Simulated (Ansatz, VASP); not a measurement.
## KCl in VASP and in Ansatz

Contents of INCAR:

```
ALGO = Normal ; EDIFF = 1E-6
ENCUT = 520 ; GGA = PE
ISIF = 2 ; ISMEAR = -1
LASPH = True ; LCHARG = False
LREAL = False ; LWAVE = False
NBANDS = 15 ; NELM = 60
PREC = Accurate ; SIGMA = 0.03
```

KPOINTS

```
k-points
0
Gamma
  7 7 7
```

POSCAR

```
KCl
1.0
    0.0000000000      3.1561000000      3.2192220000
    3.1561000000      0.0000000000      3.2192220000
    3.1561000000      3.1561000000      0.0000000000
K Cl
1 1
Direct
    0.0000000000      0.0000000000      0.0000000000
    0.5000000000      0.5000000000      0.5000000000
```

Input for Ansatz:

```yaml
crystal:
  lattice:
    - [0.0, 3.1561, 3.219222]
    - [3.1561, 0.0, 3.219222]
    - [3.1561, 3.1561, 0.0]
  atoms:
    - { symbol: K, position: [0.0, 0.0, 0.0] }
    - { symbol: Cl, position: [0.5, 0.5, 0.5] }
kpoints:
  mp_grid: { grid: [7, 7, 7] }
  band_path:
    path:
      - [0.0, 0.0, 0.0]
      - [0.0, 0.5, 0.5]
      - [0.25, 0.75, 0.5]
      - [0.0, 0.5, 0.0]
      - [0.0, 0.0, 0.0]
      - [0.5, 0.5, 0.0]
      - [0.3701460977, 0.6298539023, 0.0]
      - [-0.3701460977, 0.3701460977, 0.0]
      - [0.0, 0.0, 0.0]
    npoints: 5
scf:
  occupations: { method: fermi_dirac, width: 0.03 }
hamiltonian:
  xc: pbe
  pseudopotentials: { kind: all_electron, lapw: { basis_error: 0.001 } }
output:
  forces: true
  stress: true
  eigenvalues: true
```

Change from the starting cell: zz strain of +2 %.

Alike in both runs: task single point; functional PBE; k mesh 7 × 7 × 7; occupations fermi-dirac, width 0.03 eV; no spin polarisation.

|  | VASP | Ansatz |
| --- | --- | --- |
| version | VASP 6.6.1 | Ansatz 0.2.0 |
| potentials or method | VASP PAW PBE potentials, release 64 (K_sv, Cl), cutoff 520 eV | all-electron LAPW, scalar-relativistic |

```tsv
	VASP	Ansatz	Ansatz less VASP
gap on the k mesh at the Fermi level (eV)	5.08	5.09	+0.002
pressure (GPa)	0.3	0.2	-0.02
traceless stress, the component that is largest in VASP (GPa)	-0.41	-0.41	+0.008
```

Ansatz ran all-electron here, and VASP with PAW potentials.
